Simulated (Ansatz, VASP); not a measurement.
## Two plane-wave programs on Ca

Contents of INCAR:

```
SYSTEM = Ca
PREC     = Accurate       ! precision mode
ENCUT    = 520            ! plane-wave cutoff, eV
EDIFF    = 1E-6           ! SCF threshold, eV
ISMEAR   = 0              ! smearing method
SIGMA    = 0.1            ! smearing width, eV
LREAL    = .FALSE.        ! projectors in reciprocal space
LASPH    = .TRUE.         ! aspherical terms in the spheres
NELM     = 60             ! most SCF steps
ALGO     = Fast           ! electronic algorithm
ISIF     = 2              ! what is computed and relaxed
LWAVE    = .FALSE.        ! write WAVECAR
LCHARG   = .FALSE.        ! write CHGCAR
GGA      = PS             ! functional
NBANDS   = 17             ! bands
```

File KPOINTS:

```
regular mesh
0
G
  8 8 6
  0 0 0
```

POSCAR

```
Ca
1.0
    1.9878187586     -3.4190848339     -0.0145372383
    1.9343703722      3.3880549926      0.0336219715
    0.0315086931      0.0461602981      6.4572989861
Ca
2
Direct
    0.8297857549      0.1571558904      0.2517191276
    0.1718631564      0.8350194344      0.7524883686
```

Input for Ansatz:

```yaml
crystal:
  lattice:
    - [1.9878187586, -3.4190848339, -0.0145372383]
    - [1.9343703722, 3.3880549926, 0.0336219715]
    - [0.0315086931, 0.0461602981, 6.4572989861]
  atoms:
    - { symbol: Ca, position: [0.8297857549, 0.1571558904, 0.2517191276] }
    - { symbol: Ca, position: [0.1718631564, 0.8350194344, 0.7524883686] }
basis:
  ecutwfc: 420
kpoints:
  mp_grid: { grid: [8, 8, 6] }
hamiltonian:
  xc: pbesol
scf:
  occupations: { method: gaussian, width: 0.1 }
output:
  forces: true
  stress: true
  eigenvalues: true
```

Change from the starting cell: all atoms moved at random (sigma 0.04 Å), cell strained at random (1 %).

Alike in both runs: task single point; functional PBEsol; k mesh 8 × 8 × 6; occupations gaussian, width 0.1 eV; no spin polarisation.

```csv
,VASP,Ansatz
version,VASP 6.6.1,Ansatz 0.2.0
potentials or method,"VASP PAW PBE potentials, release 64 (Ca_sv), cutoff 520 eV","scalar-relativistic, plane waves, PAW"
valence electrons in the cell,20,20
```

|  | VASP | Ansatz | Ansatz less VASP |
| --- | --- | --- | --- |
| gap on the k mesh at the Fermi level (eV) | none | none | - |
| pressure (GPa) | -0.9 | -0.9 | 0.00 |
| traceless stress, the component that is largest in VASP (GPa) | 0.16 | 0.16 | 0.000 |
| rms of the force components (eV/Å) | 0.004 | 0.004 | 0.0000 |

VASP's potentials were made for PBE, not for PBEsol. Atom by atom the forces differ by 0.000 eV/Å (rms over components). A gap of «none» marks a metal or a gap that the smearing closes.
